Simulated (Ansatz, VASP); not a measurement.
**One calculation of Sc3Ge, two programs**

File INCAR:

```
PREC = Accurate
ENCUT = 520
EDIFF = 1E-7
ISMEAR = 0
SIGMA = 0.1
LREAL = F
LASPH = T
NELM = 150
ALGO = Fast
ISIF = 2
LWAVE = F
LCHARG = F
ISPIN = 2
MAGMOM = 1 1 1 0
LORBIT = 11
LMAXMIX = 4
GGA = PE
NBANDS = 36
```

The input KPOINTS:

```
Automatic mesh
0
Gamma
  4 4 4
```

The input POSCAR:

```
Sc3Ge
1.0
    0.0000000000      3.4551400161      3.4551400161
    3.4551400161      0.0000000000      3.4551400161
    3.4551400161      3.4551400161      0.0000000000
Sc Ge
3 1
Direct
    0.0000000000      0.0000000000      0.0000000000
    0.2500000000      0.2500000000      0.2500000000
    0.7500000000      0.7500000000      0.7500000000
    0.5000000000      0.5000000000      0.5000000000
```

Input for Ansatz:

```yaml
crystal:
  lattice:
    - [0.0, 3.4551400161, 3.4551400161]
    - [3.4551400161, 0.0, 3.4551400161]
    - [3.4551400161, 3.4551400161, 0.0]
  atoms:
    - { symbol: Sc, position: [0.0, 0.0, 0.0], spin: 1.0 }
    - { symbol: Sc, position: [0.25, 0.25, 0.25], spin: 1.0 }
    - { symbol: Sc, position: [0.75, 0.75, 0.75], spin: 1.0 }
    - { symbol: Ge, position: [0.5, 0.5, 0.5] }
basis:
  ecutwfc: 420
kpoints:
  mp_grid: { grid: [4, 4, 4] }
hamiltonian:
  xc: pbe
scf:
  occupations: { method: gaussian, width: 0.1 }
  lower_state_search: "off"
output:
  forces: true
  stress: true
  eigenvalues: true
  populations: true
magnetization:
  spin_polarized: true
```

Change from the starting cell: species swapped into the Sn3Bi type (Fm-3m, No. 225).

Alike in both runs: task single point; functional PBE; k mesh 4 × 4 × 4; occupations gaussian, width 0.1 eV; collinear spin.

|  | VASP | Ansatz |
| --- | --- | --- |
| version | VASP 6.6.1 | Ansatz 0.2.0 |
| potentials or method | VASP PAW PBE potentials, release 64 (Sc_sv, Ge_d), cutoff 520 eV | scalar-relativistic, plane waves, PAW |
| valence electrons in the cell | 47 | 47 |

Ansatz gave:

```
gap on the k mesh at the Fermi level (eV)                     : none
pressure (GPa)                                                : 0.1
net moment per atom (μB)                                      : 0.46
size of the moment on the site where the two differ most (μB) : 0.61
```

Task: Which values does VASP return?

Result: gap on the k mesh at the Fermi level (eV): none; pressure (GPa): 0.2; net moment per atom (μB): 0.46; size of the moment on the site where the two differ most (μB): 0.62.

Site moments also hang on the region over which each program counts them. A gap of «none» marks a metal or a gap that the smearing closes. With one functional, cell and mesh, what is left measures potentials, basis and numerics.

The k mesh is coarse, so the values compare programs but aren't converged.
